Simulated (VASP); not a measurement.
Input of a VASP 6.6.1 run:

File INCAR:

```
ALGO = Normal
EDIFF = 1E-7
ENCUT = 520
GGA = PS
ISIF = 2
ISMEAR = -1
LASPH = True
LCHARG = False
LREAL = Auto
LWAVE = False
NBANDS = 82
NELECT = 134.0
NELM = 80
PREC = Accurate
SIGMA = 0.05
```

The input KPOINTS:

```
Automatic mesh
0
Gamma
  2 2 2
  0.5 0.5 0.5
```

File POSCAR:

```
SiAg7Cl8
1.0
    0.0000000000      5.4477500000      5.4477500000
    5.4477500000      0.0000000000      5.4477500000
    5.4477500000      5.4477500000      0.0000000000
Cl Ag Si
8 7 1
Direct
    0.7518240000      0.2454330000      0.2532540000
    0.2434030000      0.7517190000      0.7555880000
    0.2508050000      0.7446200000      0.2491020000
    0.7524560000      0.2443530000      0.7454260000
    0.2533390000      0.2500920000      0.7483370000
    0.7521080000      0.7534740000      0.2405980000
    0.2503420000      0.2454290000      0.2520740000
    0.7517960000      0.7527660000      0.7462480000
    0.0004090000      0.0014700000      0.0025550000
    0.9929560000      0.0031000000      0.5008560000
    0.4912310000      0.5055500000      0.0047230000
    0.9953010000      0.4965240000      0.0072360000
    0.5016890000      0.0024820000      0.4998270000
    0.5047240000      0.9999820000      0.9994930000
    0.0002060000      0.5006610000      0.4988040000
    0.4948500000      0.4960150000      0.5091860000
```

Potentials or basis: VASP PAW PBE potentials, release 64 (Cl, Ag, Si).

Launch:

```console
$ cat potpaw_PBE.64/Cl/POTCAR potpaw_PBE.64/Ag/POTCAR potpaw_PBE.64/Si/POTCAR > POTCAR
$ mpirun -np 1 vasp_std > vasp.out
```

Predict the largest force.

0.416 eV/Å.

Forces in eV/Å, atoms in the order of the input:
```
Cl   0.237 -0.149  0.038
Cl  -0.382  0.000  0.042
Cl   0.130  0.293  0.043
Cl   0.249 -0.310  0.122
Cl   0.083  0.023  0.317
Cl   0.095  0.091 -0.281
Cl   0.009  0.026  0.002
Cl  -0.057  0.001 -0.117
Ag  -0.027 -0.025 -0.033
Ag  -0.127  0.118  0.041
Ag  -0.138  0.025  0.025
Ag  -0.015 -0.015  0.052
Ag  -0.094 -0.012 -0.109
Ag   0.004 -0.011 -0.097
Ag   0.002 -0.053 -0.040
Si   0.031 -0.002 -0.007
```

Caveat: the k points lie up to 0.50 Å⁻¹ apart; the cell carries a net charge on a neutralising background, which shifts energy and pressure; the PAW data sets were made with another functional, which shifts forces and pressure a little.
